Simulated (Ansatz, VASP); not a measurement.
## TiPd in VASP and in Ansatz

```
Ti Pd
1.0
     3.18000   -0.01590   -0.01590
    -0.01590    3.18000   -0.01590
    -0.01590   -0.01590    3.18000
Ti Pd
1 1
Direct
  0.50000 0.50000 0.50000
  0.00000 0.00000 0.00000
```

Change from the starting cell: equal xy, yz and zx shear strains of -1 %.

Alike in both runs: task single point; functional PBEsol; k mesh 13 × 13 × 13; occupations fermi-dirac, width 0.08 eV; no spin polarisation.

|  | VASP | Ansatz |
| --- | --- | --- |
| version | VASP 6.6.1 | Ansatz 0.2.0 |
| potentials or method | VASP PAW PBE potentials, release 64 (Ti_sv, Pd), cutoff 520 eV | all-electron LAPW, scalar-relativistic |

|  | VASP | Ansatz | Ansatz less VASP |
| --- | --- | --- | --- |
| pressure (GPa) | -6.9 | -6.8 | +0.07 |
| traceless stress, the component that is largest in VASP (GPa) | 0.45 | 0.45 | -0.006 |

VASP's potentials were made for PBE, not for PBEsol. Ansatz ran all-electron here, and VASP with PAW potentials.
